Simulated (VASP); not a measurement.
Set up this calculation in VASP 6.6.1, as the native input.

| Item | Value |
| --- | --- |
| Task | single point |
| Functional | r2SCAN |
| Potentials or basis | VASP PAW PBE potentials, release 64 (Li_sv, O) |
| Cutoff | 830 eV |
| k mesh | 8 × 8 × 8 |
| Occupations | gaussian, width 0.01 eV |
| Spin | no spin polarisation |
| Dipole correction | no |
| Further INCAR settings | ALGO = Normal; EDIFF = 1e-06; NBANDS = 13 |

The system is Li2O.

```
Li O
1.0
     2.30488    2.30488    0.00000
    -2.30488    2.30488    0.00000
     0.00000    2.30488    2.30488
Li O
2 1
Direct
  0.25000 0.75000 0.50000
  0.75000 0.25000 0.50000
  0.00000 0.00000 0.00000
```

One way to write it, as run:

POSCAR

```
Li2O
1.0
    2.3048835368      2.3048835368      0.0000000000
   -2.3048835368      2.3048835368      0.0000000000
    0.0000000000      2.3048835368      2.3048835368
Li O
2 1
Direct
    0.2500000000      0.7500000000      0.5000000000
    0.7500000000      0.2500000000      0.5000000000
    0.0000000000      0.0000000000      0.0000000000
```

INCAR.step1

```
SYSTEM = Li2O
PREC     = Accurate       ! precision mode
ENCUT    = 830            ! plane-wave cutoff, eV
ISMEAR   = 0              ! smearing method
SIGMA    = 0.01           ! smearing width, eV
LREAL    = .False.        ! projectors in reciprocal space
LASPH    = .True.         ! aspherical terms in the spheres
NELM     = 120            ! most SCF steps
NBANDS   = 13             ! bands
GGA      = PE             ! functional
ALGO     = Normal         ! electronic algorithm
EDIFF    = 1E-5           ! SCF threshold, eV
LWAVE    = .True.         ! write WAVECAR
LCHARG   = .False.        ! write CHGCAR
GGA_COMPAT= .False.
```

INCAR.step2

```
SYSTEM = Li2O
PREC     = Accurate       ! precision mode
ENCUT    = 830            ! plane-wave cutoff, eV
EDIFF    = 1E-6           ! SCF threshold, eV
ISMEAR   = 0              ! smearing method
SIGMA    = 0.01           ! smearing width, eV
LREAL    = .False.        ! projectors in reciprocal space
LASPH    = .True.         ! aspherical terms in the spheres
NELM     = 120            ! most SCF steps
ALGO     = Normal         ! electronic algorithm
ISIF     = 2              ! what is computed and relaxed
LWAVE    = .False.        ! write WAVECAR
LCHARG   = .True.         ! write CHGCAR
METAGGA  = R2SCAN         ! meta-GGA
LMIXTAU  = .True.       
LELF     = .True.         ! ELF
LVHAR    = .True.       
NBANDS   = 13             ! bands
ISTART   = 1            
GGA_COMPAT= .False.
```

KPOINTS

```
regular mesh
0
Gamma
  8 8 8
  0 0 0
```

Potentials or basis: VASP PAW PBE potentials, release 64 (Li_sv, O).

Command:

```sh
$ cat potpaw_PBE.64/Li_sv/POTCAR potpaw_PBE.64/O/POTCAR > POTCAR
$ cp INCAR.step1 INCAR
$ mpirun -np 1 vasp_std > vasp.out
$ cp INCAR.step2 INCAR
$ mpirun -np 1 vasp_std > vasp.out
```

Results of the run:

```
Pressure               : -2.0 GPa
Band gap on the k mesh : 5.68 eV (least direct gap 6.14 eV)
```

Caveat: the PAW data sets were made with another functional, which shifts forces and pressure a little.

Run time: 93 s on 1 thread of Intel Xeon 8259CL, with other jobs on the host, peak memory 0.18 GiB.
